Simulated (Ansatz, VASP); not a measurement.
One calculation of HfC, two programs

```
CELL_PARAMETERS angstrom
0.00000 2.32500 2.32500
2.32500 0.00000 2.32500
2.32500 2.32500 0.00000
ATOMIC_POSITIONS crystal
Hf 0.00745 0.00745 0.00745
C 0.50000 0.50000 0.50000
```

Alike in both runs: task single point; functional HSE06; k mesh 4 × 4 × 4; occupations fermi-dirac, width 0.1 eV; no spin polarisation.

|  | VASP | Ansatz |
| --- | --- | --- |
| version | VASP 6.6.1 | Ansatz 0.2.0 development build |
| potentials or method | VASP PAW PBE potentials, release 64 (Hf_pv, C), cutoff 520 eV | plane waves, PAW datasets (generated soft set 1) |
| valence electrons in the cell | 14 | 30 |

```csv
,VASP,Ansatz,Ansatz less VASP
rms of the force components (eV/Å),0.022,0.031,+0.0094
```

Atom by atom the forces differ by 0.009 eV/Å (rms over components). VASP's potentials hold 14 valence electrons a cell and Ansatz's 30, so a difference there can come from the potentials and not from the codes. Ansatz's warnings: filled band counts differ across k points, stress exchange threshold loose, stress scf threshold loose.

The k mesh is coarse, so the values compare programs but aren't converged. Neither program's run includes spin-orbit coupling.
